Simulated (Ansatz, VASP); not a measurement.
**Two plane-wave programs on Sr3Ag**

Contents of INCAR:

```
ALGO = Normal ; EDIFF = 1E-7
ENCUT = 520 ; GGA = PE
ISIF = 2 ; ISMEAR = 1
LASPH = T ; LCHARG = F
LREAL = F ; LWAVE = F
NBANDS = 28 ; NELM = 100
PREC = Accurate ; SIGMA = 0.1
```

File KPOINTS:

```
k-points
0
Gamma
  4 4 4
```

File POSCAR:

```
Sr3Ag
1.0
    5.3013815247      0.0000000000      0.0000000000
    0.0000000000      5.3013815247      0.0000000000
    0.0000000000      0.0000000000      5.3013815247
Sr Ag
3 1
Direct
    0.0000000000      0.5000000000      0.5000000000
    0.5000000000      0.0000000000      0.5000000000
    0.5000000000      0.5000000000      0.0000000000
    0.0000000000      0.0000000000      0.0000000000
```

Input for Ansatz:

```yaml
crystal:
  lattice:
    - [5.301381524696437, 0.0, 0.0]
    - [0.0, 5.301381524696437, 0.0]
    - [0.0, 0.0, 5.301381524696437]
  atoms:
    - { symbol: Sr, position: [0.0, 0.5, 0.5] }
    - { symbol: Sr, position: [0.5, 0.0, 0.5] }
    - { symbol: Sr, position: [0.5, 0.5, 0.0] }
    - { symbol: Ag, position: [0.0, 0.0, 0.0] }
basis:
  ecutwfc: 510.0
kpoints:
  mp_grid:
    grid: [4, 4, 4]
hamiltonian:
  xc: pbe
scf:
  occupations:
    method: cold
    width: 0.1
output:
  stress: true
```

Alike in both runs: task single point; functional PBE; k mesh 4 × 4 × 4; no spin polarisation.

|  | VASP | Ansatz |
| --- | --- | --- |
| version | VASP 6.6.1 | Ansatz 0.2.0 |
| potentials or method | VASP PAW PBE potentials, release 64 (Sr_sv, Ag), cutoff 520 eV | plane waves, PAW |
| occupations | methfessel-paxton of order 1, width 0.1 eV | cold, width 0.1 eV |
| valence electrons in the cell | 41 | 49 |

```tsv
	VASP	Ansatz	Ansatz less VASP
pressure (GPa)	1.9	1.9	-0.02
```

VASP's potentials hold 41 valence electrons a cell and Ansatz's 49, so a difference there can come from the potentials and not from the codes.
